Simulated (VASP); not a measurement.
A run of VASP 6.6.1:

File INCAR:

```
SYSTEM = MoS3
PREC = Accurate
ENCUT = 520
EDIFF = 1E-6
ISMEAR = 0
SIGMA = 0.1
LREAL = .FALSE.
LASPH = .TRUE.
NELM = 150
ALGO = Normal
ISIF = 2
LWAVE = .FALSE.
LCHARG = .TRUE.
LMAXMIX = 4
LDAU = .TRUE.
LDAUTYPE = 2
LDAUL = 2 -1
LDAUU = 4.38 0
LDAUJ = 0 0
LDAUPRINT = 1
GGA = PE
LELF = .TRUE.
LVHAR = .TRUE.
NBANDS = 24
```

KPOINTS

```
regular mesh
0
G
  10 10 10
  0 0 0
```

File POSCAR:

```
MoS3
1.0
    4.6817641542      0.0000000000      0.0000000000
    0.0000000000      4.6817641542      0.0000000000
    0.0000000000      0.0000000000      4.6817641542
Mo S
1 3
Direct
    0.0000000000      0.0000000000      0.0000000000
    0.0000000000      0.0000000000      0.5000000000
    0.0000000000      0.5000000000      0.0000000000
    0.5000000000      0.0000000000      0.0000000000
```

Potentials or basis: VASP PAW PBE potentials, release 64 (Mo_sv, S).

Launch:

```bash
$ cat potpaw_PBE.64/Mo_sv/POTCAR potpaw_PBE.64/S/POTCAR > POTCAR
$ mpirun -np 1 vasp_std > vasp.out
```

Hardware: 1 thread of Intel(R) Xeon(R) Platinum 8488C (Sapphire Rapids), with other jobs on the host.

Problem. How long does it take, and how much memory?

Solution. Run time: 68 s on 1 thread of Intel(R) Xeon(R) Platinum 8488C (Sapphire Rapids) (shared host), peak memory 0.27 GiB. Counts: scf iterations 14, k points 56.
